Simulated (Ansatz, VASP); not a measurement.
## One calculation of LiF, two programs

INCAR

```
  PREC = Accurate
  ENCUT = 520
  EDIFF = 1E-7
  ISMEAR = 0
  SIGMA = 0.05
  LREAL = False
  LASPH = True
  NELM = 100
  ALGO = Normal
  ISIF = 2
  LWAVE = False
  LCHARG = False
  GGA = CA
  NBANDS = 18
```

KPOINTS

```
Automatic mesh
0
Gamma
  9 9 6
```

Contents of POSCAR:

```
LiF
1.0
    2.9260227016      0.0000000000      0.0000000000
   -1.4630113508      2.5340099917      0.0000000000
    0.0000000000      0.0000000000      4.8364229235
Li F
2 2
Direct
    0.3333333333      0.6666666667      0.3839784076
    0.6666666667      0.3333333333      0.8839784076
    0.3333333333      0.6666666667      0.9910195924
    0.6666666667      0.3333333333      0.4910195924
```

Input for Ansatz:

```yaml
crystal:
  lattice:
    - [2.9260227016, 0.0, 0.0]
    - [-1.4630113508, 2.5340099917, 0.0]
    - [0.0, 0.0, 4.8364229235]
  atoms:
    - { symbol: Li, position: [0.3333333333, 0.6666666667, 0.3839784076] }
    - { symbol: Li, position: [0.6666666667, 0.3333333333, 0.8839784076] }
    - { symbol: F, position: [0.3333333333, 0.6666666667, 0.9910195924] }
    - { symbol: F, position: [0.6666666667, 0.3333333333, 0.4910195924] }
basis:
  ecutwfc: 520.0
kpoints:
  mp_grid: { grid: [9, 9, 6] }
hamiltonian:
  xc: lda
scf:
  occupations: { method: gaussian, width: 0.05 }
output:
  forces: true
  stress: true
  eigenvalues: true
```

Alike in both runs: task single point; functional LDA; k mesh 9 × 9 × 6; occupations gaussian, width 0.05 eV; no spin polarisation.

```csv
,VASP,Ansatz
version,VASP 6.6.1,Ansatz 0.2.0
potentials or method,"VASP PAW LDA potentials, release 64 (Li_sv, F), cutoff 520 eV","scalar-relativistic, plane waves, PAW"
valence electrons in the cell,20,20
```

Ansatz gave:

| Quantity | Value |
| --- | --- |
| gap on the k mesh at the Fermi level (eV) | 8.10 |
| least direct gap on the mesh (eV) | 8.10 |
| rms of the force components (eV/Å) | 0.178 |

Question: What did VASP give for the same quantities?

Answer: gap on the k mesh at the Fermi level (eV): 8.08; least direct gap on the mesh (eV): 8.08; rms of the force components (eV/Å): 0.180.

LDA's correlation is that of Perdew and Zunger in VASP and of Perdew and Wang (1992) in Ansatz. Atom by atom the forces differ by 0.002 eV/Å (rms over components).

Noted on VASP's run: the cutoff is under 1.25 times that of the potentials, so the pressure is a little rough.
